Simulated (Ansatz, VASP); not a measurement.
**One calculation of Cu3N, two programs**

```
CELL_PARAMETERS angstrom
3.80700 0.00000 0.00000
0.00000 3.80700 0.00000
0.00000 0.00000 3.80700
ATOMIC_POSITIONS crystal
Cu 0.50000 0.00000 0.00000
Cu 0.00000 0.50000 0.00000
Cu 0.00000 0.00000 0.50000
N 0.00000 0.00000 0.00000
```

Alike in both runs: task single point; functional revPBE; k mesh 6 × 6 × 6; no spin polarisation.

|  | VASP | Ansatz |
| --- | --- | --- |
| version | VASP 6.6.1 | Ansatz 0.2.0 |
| potentials or method | VASP PAW PBE potentials, release 64 (Cu, N) | plane waves, PAW |
| plane-wave cutoff (eV) | 600 | 420 |
| occupations | gaussian, width 0.01 eV | fixed |
| valence electrons in the cell | 38 | 62 |

Ansatz gave:

* pressure (GPa): 4.9

Task: Estimate VASP's values.

Result: Pressure (GPa): 5.4.

VASP's potentials were made for PBE, not for revPBE. VASP's potentials hold 38 valence electrons a cell and Ansatz's 62, so a difference there can come from the potentials and not from the codes.
